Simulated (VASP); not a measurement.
Here is a VASP 6.6.1 calculation.

Contents of POSCAR:

```
Cd
1.0
    0.0000000000      2.1905568582      2.1905568582
    2.1905568582      0.0000000000      2.1905568582
    2.1905568582      2.1905568582      0.0000000000
Cd
1
Direct
    0.0000000000      0.0000000000      0.0000000000
```

The input INCAR.step1:

```
PREC     = Accurate       # precision mode
ENCUT    = 520            # plane-wave cutoff, eV
ISMEAR   = -1             # smearing method
SIGMA    = 0.1            # smearing width, eV
LREAL    = F              # projectors in reciprocal space
LASPH    = T              # aspherical terms in the spheres
NELM     = 80             # most SCF steps
NBANDS   = 12             # bands
GGA      = PE             # functional
ALGO     = Normal         # electronic algorithm
EDIFF    = 1E-4           # SCF threshold, eV
LWAVE    = T              # write WAVECAR
LCHARG   = F              # write CHGCAR
```

INCAR.step2

```
PREC     = Accurate       # precision mode
ENCUT    = 520            # plane-wave cutoff, eV
EDIFF    = 1E-7           # SCF threshold, eV
ISMEAR   = -1             # smearing method
SIGMA    = 0.1            # smearing width, eV
LREAL    = F              # projectors in reciprocal space
LASPH    = T              # aspherical terms in the spheres
NELM     = 80             # most SCF steps
ALGO     = Normal         # electronic algorithm
ISIF     = 2              # what is computed and relaxed
LWAVE    = F              # write WAVECAR
LCHARG   = F              # write CHGCAR
METAGGA  = R2SCAN         # meta-GGA
LMIXTAU  = T            
NBANDS   = 12             # bands
ISTART   = 1
```

File KPOINTS:

```
regular mesh
0
Gamma
  13 13 13
```

Potentials or basis: VASP PAW PBE potentials, release 64 (Cd).

Launch:

```console
$ cat potpaw_PBE.64/Cd/POTCAR > POTCAR
$ cp INCAR.step1 INCAR
$ mpirun -np 1 vasp_std > vasp.out
$ cp INCAR.step2 INCAR
$ mpirun -np 1 vasp_std > vasp.out
```

Problem. Estimate the pressure.

Solution. 2.2 GPa.

Problem. Predict the band gap on the k mesh.

Solution. Zero (bands 6 and 7 overlap by 2.13 eV).

Caveat: the PAW data sets were made with another functional, which shifts forces and pressure a little.
